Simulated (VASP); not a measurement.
# GaN (Fm-3m) in VASP: a series of runs

GaN is run at these levels: RPBE+D4, BLYP, r2SCAN; tasks: single point.

All numbers are computed with VASP 6.6.1; they aren't measurements. Logs are shortened: lines on timing, memory, paths and dates and some standing lists are left out, and cuts for length are marked.

## Step 1: The cell of the first run

Symmetry: Fm-3m, No. 225, cubic system. The conventional cell has a = 4.168 Å, b = 4.168 Å, c = 4.168 Å, α = 90.00°, β = 90.00°, γ = 90.00°. Ga (site symmetry m-3m) has 6 N at 2.08 Å within 2.8 Å. Within 2.8 Å of N (site symmetry m-3m) lie 6 Ga at 2.08 Å.

## Step 2: Single point, RPBE+D4 (9.05 Å³/atom)

The input, INCAR:

```
  ALGO = Normal
  EDIFF = 1E-6
  ENCUT = 1330
  GGA = RP
  GGA_COMPAT = F
  ISIF = 2
  ISMEAR = 0
  IVDW = 13
  LASPH = T
  LCHARG = F
  LREAL = F
  LWAVE = F
  NBANDS = 16
  NELM = 120
  PREC = Accurate
  SIGMA = 0.05
```

The input, KPOINTS:

```
k-points
0
Gamma
  10 10 10
```

The input, POSCAR:

```
GaN
1.0
    0.0000000000      2.0839626662      2.0839626662
    2.0839626662      0.0000000000      2.0839626662
    2.0839626662      2.0839626662      0.0000000000
Ga N
1 1
Direct
    0.5000000000      0.5000000000      0.5000000000
    0.0000000000      0.0000000000      0.0000000000
```

Potentials or basis: VASP PAW PBE potentials, release 64 (Ga_d, N_h).

On the command line:

```bash
> cat potpaw_PBE.64/Ga_d/POTCAR potpaw_PBE.64/N_h/POTCAR > POTCAR
> mpirun -np 1 vasp_std > vasp.out
```

OUTCAR:

```text
EDIFF = 1E-6
   ENCUT = 1330
   GGA = RP
   ISIF = 2
   ISMEAR = 0
   IVDW = 13
   LASPH = T
   LREAL = F
   NELM = 120
   PREC = Accurate

 ion  position               nearest neighbor table
   1  0.500  0.500  0.500-   2 2.08   2 2.08   2 2.08   2 2.08   2 2.08   2 2.08
   2  0.000  0.000  0.000-   1 2.08   1 2.08   1 2.08   1 2.08   1 2.08   1 2.08

  LATTYP: Found a face centered cubic cell.
 ALAT       =     4.1679253324

  Lattice vectors:

 A1 = (   0.0000000000,   2.0839626662,   2.0839626662)
 A2 = (   2.0839626662,   0.0000000000,   2.0839626662)
 A3 = (   2.0839626662,   2.0839626662,   0.0000000000)

Analysis of symmetry for initial positions (statically):
=====================================================================
 Subroutine PRICEL returns:
 Original cell was already a primitive cell.

 Routine SETGRP: Setting up the symmetry group for a
 face centered cubic supercell.

 Subroutine GETGRP returns: Found 48 space group operations
 (whereof 48 operations were pure point group operations)
 out of a pool of 48 trial point group operations.

The static configuration has the point symmetry O_h .

Analysis of symmetry for dynamics (positions and initial velocities):
=====================================================================
 Subroutine PRICEL returns:
 Original cell was already a primitive cell.

 Routine SETGRP: Setting up the symmetry group for a
 face centered cubic supercell.

 Subroutine GETGRP returns: Found 48 space group operations
 (whereof 48 operations were pure point group operations)
 out of a pool of 48 trial point group operations.

The dynamic configuration has the point symmetry O_h .

 Subroutine INISYM returns: Found 48 space group operations
 (whereof 48 operations are pure point group operations),
 and found     1 'primitive' translations

----------------------------------------------------------------------------------------

                                     Primitive cell

  volume of cell :      18.1009

  direct lattice vectors                    reciprocal lattice vectors
     0.000000000  2.083962666  2.083962666    -0.239927523  0.239927523  0.239927523
     2.083962666  0.000000000  2.083962666     0.239927523 -0.239927523  0.239927523
     2.083962666  2.083962666  0.000000000     0.239927523  0.239927523 -0.239927523

  length of vectors
     2.947168266  2.947168266  2.947168266     0.415566660  0.415566660  0.415566660

[... 79 lines left out ...]
   NELM   =    120;   NELMIN=  2; NELMDL= -5     # of ELM steps
   EDIFF  = 0.1E-05   stopping-criterion for ELM
   LREAL  =      F    real-space projection
   EDIFFG = 0.1E-04   stopping-criterion for IOM
   NSW    =      0    number of steps for IOM
   IBRION =     -1    ionic relax: 0-MD 1-quasi-New 2-CG
   NFREE  =      0    steps in history (QN), initial steepest desc. (CG)
   ISIF   =      2    stress and relaxation
   ISYM   =      2    0-nonsym 1-usesym 2-fastsym
   POTIM  = 0.5000    time-step for ionic-motion
   TEBEG  =    0.0;   TEEND  =   0.0 temperature during run
   PSTRESS=    0.0 pullay stress
   NELECT =      18.0000    total number of electrons
   NUPDOWN=      -1.0000    fix difference up-down
   EMIN   =  10.00;   EMAX   =-10.00  energy-range for DOS
   EFERMI =   0.00;   METHOD = LEGACY
   ISMEAR =     0;   SIGMA  =   0.05  broadening in eV -4-tet -1-fermi 0-gaus
   EFERMI_NEDOS =   21; number of points for ismear=-14 and -15
   IALGO  =     38    algorithm
   IMIX   =      4    mixing-type and parameters
     AMIX     =   0.40;   BMIX     =  1.00
     AMIX_MAG =   1.60;   BMIX_MAG =  1.00
  volume/ion in A,a.u.               =       9.05        61.08
  Fermi-wavevector in a.u.,A,eV,Ry     =   1.634051  3.087910 36.329246  2.670124
  Thomas-Fermi vector in A             =   2.725755
   LORBIT       =      0    0 simple, 1 ext, 2 COOP (PROOUT), +10 PAW based schemes
   GGA     = RP    functional components
   LHFCALC =     F    Hartree Fock is set to
   AEXX    =    0.0000 exact exchange contribution
   IVDW    =    13    specifies the selected vdW correction
   LEPSILON=     F    determine dielectric tensor
   LRPA    =     F    only Hartree local field effects (RPA)
 non-spin polarized calculation
 Gauss-broadening in eV      SIGMA  =   0.05
  energy-cutoff  :     1330.00
  volume of cell :       18.10
 maximum number of plane-waves:      2012
   NGX = 17   NGY = 17   NGZ = 17

 number of electron      17.9999999 magnetization

 Free energy of the ion-electron system (eV)
  ---------------------------------------------------
  ext. energy  EPLUGINS =         0.00000000
  ---------------------------------------------------
  free energy    TOTEN  =       -10.23163411 eV

  energy without entropy =      -10.23163411  energy(sigma->0) =      -10.23163411

 E-fermi :   9.1179     XC(G=0): -13.1833

 val. band max:        8.9071783103   @ k =  -0.2000   0.2000   0.0000
 cond. band min:       9.8954249658   @ k =   0.5000   0.5000   0.0000
 fundamental gap:      0.9882466555
 Fermi energy:         9.1179323588

 k-point     1 :       0.0000    0.0000    0.0000
  band No.  band energies     occupation
      1      -8.8323      2.00000
      2      -5.0444      2.00000
      3      -5.0444      2.00000
      4      -5.0444      2.00000
      5      -4.9402      2.00000
      6      -4.9402      2.00000
[... 433 lines left out ...]
      3      -4.8988      2.00000
      4      -4.8473      2.00000
      5      -4.7847      2.00000
      6      -3.8920      2.00000
[... 8 lines left out ...]
     15      34.2849      0.00000
     16      35.8806      0.00000

 [... further k-points ...]

------------------------ aborting loop because EDIFF is reached ----------------------------------------

  DFT-D4 for vdW energy calculation

  Edisp (eV):   -1.98351

  FORCE on cell =-STRESS in cart. coord.  units (eV):
  Direction    XX          YY          ZZ          XY          YZ          ZX
  --------------------------------------------------------------------------------------
  -------------------------------------------------------------------------------------
  Total       0.64554     0.64554     0.64554     0.00000     0.00000     0.00000
  in kB      57.13931    57.13931    57.13931     0.00000     0.00000     0.00000
  external pressure =       57.14 kB  Pullay stress =        0.00 kB

 VOLUME and BASIS-vectors are now :
 -----------------------------------------------------------------------------
  energy-cutoff  :     1330.00
  volume of cell :       18.10
      direct lattice vectors                 reciprocal lattice vectors
     0.000000000  2.083962666  2.083962666    -0.239927523  0.239927523  0.239927523
     2.083962666  0.000000000  2.083962666     0.239927523 -0.239927523  0.239927523
     2.083962666  2.083962666  0.000000000     0.239927523  0.239927523 -0.239927523

 POSITION                                       TOTAL-FORCE (eV/Angst)
 -----------------------------------------------------------------------------------
      2.08396      2.08396      2.08396         0.000000      0.000000     -0.000000
      0.00000      0.00000      0.00000        -0.000000     -0.000000      0.000000
 -----------------------------------------------------------------------------------
    total drift:                                0.000000      0.000000      0.000000

  FREE ENERGIE OF THE ION-ELECTRON SYSTEM (eV)
  ---------------------------------------------------
  free  energy   TOTEN  =       -12.2151428756 eV

  energy  without entropy=      -12.2151428756  energy(sigma->0) =      -12.21514288
```

OSZICAR:

```text
N       E                     dE             d eps       ncg     rms          rms(c)
DAV:   1     0.131456831972E+03    0.13146E+03   -0.15591E+04  1584   0.390E+03
DAV:   2    -0.450630265276E+00   -0.13191E+03   -0.12123E+03  1744   0.531E+02
DAV:   3    -0.118784659148E+02   -0.11428E+02   -0.11283E+02  1680   0.100E+02
DAV:   4    -0.120618611459E+02   -0.18340E+00   -0.18327E+00  1840   0.128E+01
DAV:   5    -0.120637547445E+02   -0.18936E-02   -0.18936E-02  1848   0.120E+00    0.736E+00
DAV:   6    -0.102519871174E+02    0.18118E+01   -0.41408E+00  2144   0.404E+01    0.180E+00
DAV:   7    -0.102425824464E+02    0.94047E-02   -0.21176E-01  1784   0.460E+00    0.119E+00
DAV:   8    -0.102325229647E+02    0.10059E-01   -0.26017E-02  1784   0.242E+00    0.214E-01
DAV:   9    -0.102315919866E+02    0.93098E-03   -0.40270E-03  1968   0.190E+00    0.708E-02
DAV:  10    -0.102316210216E+02   -0.29035E-04   -0.29621E-04  1960   0.245E-01    0.156E-02
DAV:  11    -0.102316334558E+02   -0.12434E-04   -0.29846E-05  1880   0.619E-02    0.605E-03
DAV:  12    -0.102316341094E+02   -0.65352E-06   -0.12115E-06  1520   0.226E-02
   1 F= -.12215143E+02 E0= -.12215143E+02  d E =-.656891E-11
```

Wall time 52 s (1 thread of Intel Xeon Platinum 8488C (Sapphire Rapids), shared host); peak memory 0.23 GiB.

What came out:

| Quantity | Value |
| --- | --- |
| Free energy | -12.2151 eV |
| Pressure | 5.7 GPa |
| Band gap on the k mesh | 0.99 eV (least direct gap 3.30 eV) |
| Dispersion energy per atom | -0.992 eV |

Levels at points of the mesh, in eV from the valence-band top:
| k point | band 5 | band 6 | band 7 | band 8 | band 9 | band 10 | band 11 | band 12 | band 13 | band 14 |
| --- | --- | --- | --- | --- | --- | --- | --- | --- | --- | --- |
| (0.00, 0.00, 0.00) | -13.85 | -13.85 | -0.52 | -0.52 | -0.52 | 2.78 | 15.00 | 15.00 | 15.00 | 16.31 |
| (0.50, 0.00, 0.00) | -13.70 | -13.70 | -8.41 | -0.15 | -0.15 | 4.93 | 9.44 | 9.44 | 10.11 | 16.84 |
| (0.50, 0.50, 0.00) | -13.64 | -10.91 | -7.41 | -3.16 | -3.16 | 0.99 | 7.90 | 12.47 | 15.19 | 15.19 |

Caveat: the cell stands under pressure; the PAW data sets were made with another functional, which shifts forces and pressure a little. Expect the measured gap to be larger: semilocal functionals such as RPBE lack the derivative discontinuity.

[end of part 1 of 2]
